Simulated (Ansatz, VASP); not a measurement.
# CsBr in VASP and in Ansatz

The input POSCAR:

```
CsBr
1.0
    4.3654063332      0.0000000000      0.0000000000
    0.0000000000      4.3654063332      0.0000000000
    0.0000000000      0.0000000000      4.3654063332
Cs Br
1 1
Direct
    0.0000000000      0.0000000000      0.0000000000
    0.5000000000      0.5000000000      0.5000000000
```

Contents of INCAR.step1:

```
SYSTEM = CsBr
  PREC = Accurate
  ENCUT = 550
  ISMEAR = 0
  SIGMA = 0.02
  LREAL = .False.
  LASPH = .True.
  NELM = 120
  NBANDS = 15
  GGA = PE
  ALGO = Normal
  EDIFF = 1E-5
  LWAVE = .True.
  LCHARG = .False.
  GGA_COMPAT = .False.
```

The input INCAR.step2:

```
SYSTEM = CsBr
  PREC = Accurate
  ENCUT = 550
  EDIFF = 1E-6
  ISMEAR = 0
  SIGMA = 0.02
  LREAL = .False.
  LASPH = .True.
  NELM = 120
  ALGO = Normal
  ISIF = 2
  LWAVE = .False.
  LCHARG = .True.
  METAGGA = R2SCAN
  LMIXTAU = .True.
  LELF = .True.
  LVHAR = .True.
  NBANDS = 15
  ISTART = 1
  GGA_COMPAT = .False.
```

KPOINTS

```
regular mesh
0
Gamma
  6 6 6
  0 0 0
```

Input for Ansatz:

```yaml
crystal:
  lattice:
    - [4.3654063332, 0.0, 0.0]
    - [0.0, 4.3654063332, 0.0]
    - [0.0, 0.0, 4.3654063332]
  atoms:
    - { symbol: Cs, position: [0.0, 0.0, 0.0] }
    - { symbol: Br, position: [0.5, 0.5, 0.5] }
basis:
  ecutwfc: 500
kpoints:
  mp_grid: { grid: [6, 6, 6] }
hamiltonian:
  xc: r2scan
scf:
  occupations: { method: gaussian, width: 0.02 }
output:
  forces: true
  stress: true
  eigenvalues: true
```

Alike in both runs: task single point; functional r2SCAN; k mesh 6 × 6 × 6; occupations gaussian, width 0.02 eV; no spin polarisation.

```csv
,VASP,Ansatz
version,VASP 6.6.1,Ansatz 0.2.0
potentials or method,"VASP PAW PBE potentials, release 64 (Cs_sv, Br), cutoff 550 eV","scalar-relativistic, plane waves, PAW"
valence electrons in the cell,16,16
```

```tsv
	VASP	Ansatz	Ansatz less VASP
gap on the k mesh at the Fermi level (eV)	5.05	5.06	+0.015
least direct gap on the mesh (eV)	5.07	5.08	+0.013
pressure (GPa)	-0.4	-0.4	-0.04
```

VASP's potentials were made for PBE, not for r2SCAN.

Spin-orbit coupling is off throughout.
